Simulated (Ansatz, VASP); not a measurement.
# Two plane-wave programs on W

File INCAR:

```
PREC = Accurate ; ENCUT = 520
EDIFF = 1E-7 ; ISMEAR = 0
SIGMA = 0.15 ; LREAL = F
LASPH = T ; NELM = 80
ALGO = Fast ; ISIF = 2
LWAVE = F ; LCHARG = F
GGA = PS ; NBANDS = 13
```

Contents of KPOINTS:

```
regular mesh
0
Gamma
  20 20 20
```

POSCAR

```
W
1.0
    0.0000000000      2.0300000000      2.1112000000
    2.0300000000      0.0000000000      2.1112000000
    2.0300000000      2.0300000000      0.0000000000
W
1
Direct
    0.0000000000      0.0000000000      0.0000000000
```

Input for Ansatz:

```yaml
crystal:
  lattice:
    - [0.0, 2.03, 2.1112]
    - [2.03, 0.0, 2.1112]
    - [2.03, 2.03, 0.0]
  atoms:
    - { symbol: W, position: [0.0, 0.0, 0.0] }
basis:
  ecutwfc: 420
kpoints:
  mp_grid: { grid: [20, 20, 20] }
hamiltonian:
  xc: pbesol
scf:
  occupations: { method: gaussian, width: 0.15 }
output:
  forces: true
  stress: true
  eigenvalues: true
```

Change from the starting cell: strain +0.0400 x Voigt [0, 0, 1, 0, 0, 0], atoms carried along.

Alike in both runs: task single point; functional PBEsol; k mesh 20 × 20 × 20; occupations gaussian, width 0.15 eV; no spin polarisation.

```csv
,VASP,Ansatz
version,VASP 6.6.1,Ansatz 0.2.0
potentials or method,"VASP PAW PBE potentials, release 64 (W_sv), cutoff 520 eV","scalar-relativistic, plane waves, PAW"
valence electrons in the cell,14,14
```

Ansatz gave:

- gap on the k mesh at the Fermi level (eV): none
- pressure (GPa): -21.6
- traceless stress, the component that is largest in VASP (GPa): 5.89

Problem. Which values does VASP return?

Solution. gap on the k mesh at the Fermi level (eV): none; pressure (GPa): -21.3; traceless stress, the component that is largest in VASP (GPa): 5.90.

VASP's potentials were made for PBE, not for PBEsol. A gap of «none» marks a metal or a gap that the smearing closes.

Neither program's run includes spin-orbit coupling.
